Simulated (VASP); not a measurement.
HfO2: single point with BLYP

The system is HfO2.

```
Hf O
1.0
     5.08032    0.00000    0.00000
     0.00000    5.16487    0.00000
     0.00000    0.00000    4.89088
Hf O
4 8
Direct
  0.22259 0.78180 0.27207
  0.72259 0.71820 0.72793
  0.77741 0.21820 0.27207
  0.27741 0.28180 0.72793
  0.18682 0.16365 0.10453
  0.68682 0.33635 0.89547
  0.81318 0.83635 0.10453
  0.31318 0.66365 0.89547
  0.00000 0.50000 0.48905
  0.50000 0.00000 0.51095
  0.00000 0.00000 0.57562
  0.50000 0.50000 0.42438
```

```
Program             : VASP 6.6.1
Task                : single point
Functional          : BLYP
Potentials or basis : VASP PAW PBE potentials, release 64 (Hf_pv, O)
Cutoff              : 520 eV
k mesh              : 4 × 4 × 5
Occupations         : fermi-dirac, width 0.05 eV
Spin                : no spin polarisation
```

| Property | Result |
| --- | --- |
| Pressure | 14.4 GPa |
| Largest force | 0.187 eV/Å |
| Band gap on the k mesh | 3.95 eV, direct |

Forces in eV/Å, atoms in the order of the input:
```
Hf   0.069 -0.071 -0.065
Hf   0.069  0.071  0.065
Hf  -0.069  0.071 -0.065
Hf  -0.069 -0.071  0.065
O    0.043  0.074  0.103
O    0.043 -0.074 -0.103
O   -0.043 -0.074  0.103
O   -0.043  0.074 -0.103
O    0.000  0.000 -0.007
O    0.000  0.000  0.007
O    0.000  0.000  0.187
O    0.000  0.000 -0.187
```

Stress tensor (GPa, compression positive):
```
13.79  0.00  0.00
 0.00 14.44  0.00
 0.00  0.00 14.82
```

Levels at points of the mesh, in eV from the valence-band top:
| k point | band 41 | band 42 | band 43 | band 44 | band 45 | band 46 | band 47 | band 48 |
| --- | --- | --- | --- | --- | --- | --- | --- | --- |
| (0.00, 0.00, 0.00) | -1.01 | -0.22 | -0.12 | -0.11 | 4.24 | 4.72 | 5.11 | 5.54 |
| (0.50, 0.00, 0.00) | -0.53 | -0.53 | -0.21 | -0.21 | 4.71 | 4.71 | 5.62 | 5.62 |
| (0.00, 0.50, 0.00) | -0.56 | -0.56 | -0.18 | -0.18 | 4.69 | 4.69 | 5.50 | 5.50 |
| (0.50, 0.50, 0.00) | -0.84 | -0.84 | -0.37 | -0.37 | 5.08 | 5.08 | 5.73 | 5.73 |

It took 6.1 min on 1 thread of AMD EPYC 7R13 (shared host), peak memory 0.28 GiB.

Caveat: the PAW data sets were made with another functional, which shifts forces and pressure a little; spin-orbit coupling is left out, which moves the levels of the heavy elements. A k mesh can miss the band edges.
